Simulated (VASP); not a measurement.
**Be: single point with PBEsol**

The system is Be.

```
CELL_PARAMETERS angstrom
3.77163 0.00000 0.00000
0.00000 3.77163 0.00000
0.00000 0.00000 2.29639
ATOMIC_POSITIONS crystal
Be 0.29741 0.29741 0.00000
Be 0.70259 0.70259 0.00000
Be 0.20259 0.79741 0.50000
Be 0.79741 0.20259 0.50000
```

This cell differs from its parent crystal: volume scaled by 1.02.

* Program: VASP 6.6.1
* Task: single point
* Functional: PBEsol
* Potentials or basis: VASP PAW PBE potentials, release 64 (Be)
* Cutoff: 520 eV
* k mesh: 9 × 9 × 14
* Occupations: fermi-dirac, width 0.05 eV
* Spin: no spin polarisation
* Dipole correction: no
* Further INCAR settings: ALGO = Normal; EDIFF = 1e-06; NBANDS = 12

```json
{
  "Pressure": "-3.0 GPa",
  "Largest force": "0.008 eV/Å",
  "Band gap on the k mesh": "zero (band 4 reaches 7.63 eV, above the bottom of band 5 at 5.60 eV)"
}
```

Forces on the atoms (eV/Å):
```
Be   0.005  0.005  0.000
Be  -0.005 -0.005  0.000
Be  -0.005  0.005  0.000
Be   0.005 -0.005  0.000
```

Stress tensor (GPa, compression positive):
```
-2.52  0.00  0.00
 0.00 -2.52  0.00
 0.00  0.00 -3.98
```

Levels at points of the mesh, in eV from the Fermi level:
```
           k point  band 1  band 2  band 3  band 4  band 5  band 6  band 7  band 8  band 9
(0.00, 0.00, 0.00)  -11.02   -4.89   -4.32   -1.01   -1.01    4.76    4.76    7.32    9.09
(0.00, 0.00, 0.50)   -5.73   -5.73    1.02    1.02    1.81    1.81    2.60    2.60    7.36
```

Run time: 21 s on 1 thread of Intel(R) Xeon(R) Platinum 8259CL CPU @ 2.50GHz (Skylake/Cascade Lake) (shared host), peak memory 0.15 GiB.

Caveat: the PAW data sets were made with another functional, which shifts forces and pressure a little.
